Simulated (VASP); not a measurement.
## HgTe: single point with PBE

The system is HgTe.

```xyz
2
Lattice="-3.0820 3.0820 1.5146 3.0820 -3.0820 1.5146 3.0820 3.0820 -1.5146" Properties=species:S:1:pos:R:3 pbc="T T T"
Hg    0.0000    3.0820    0.7573
Te    0.0000    0.0000    0.0000
```

```
Program                : VASP 6.6.1
Task                   : single point
Functional             : PBE
Potentials or basis    : VASP PAW PBE potentials, release 64 (Hg, Te)
Cutoff                 : 520 eV
k mesh                 : 7 × 7 × 7
Occupations            : fermi-dirac, width 0.05 eV
Spin                   : non-collinear spin, zero start, spin-orbit coupling
Starting moments       : [[0.0, 0.0, 0.0], [0.0, 0.0, 0.0]] μB
Dipole correction      : no
Further INCAR settings : ALGO = Normal; EDIFF = 1e-06; NBANDS = 30
```

* Pressure: 0.2 GPa
* Net moment: 0.00 μB per cell
* Valence electrons inside the program's atomic spheres: Hg 10.43; Te 3.28

Moments on the atoms (μB; x, y, z):
```
Hg  0.00 0.00 0.00
Te  0.00 0.00 0.00
```

Run time: 6.4 min on 1 thread of Intel Xeon 6975P-C, with other jobs on the host, peak memory 0.47 GiB.
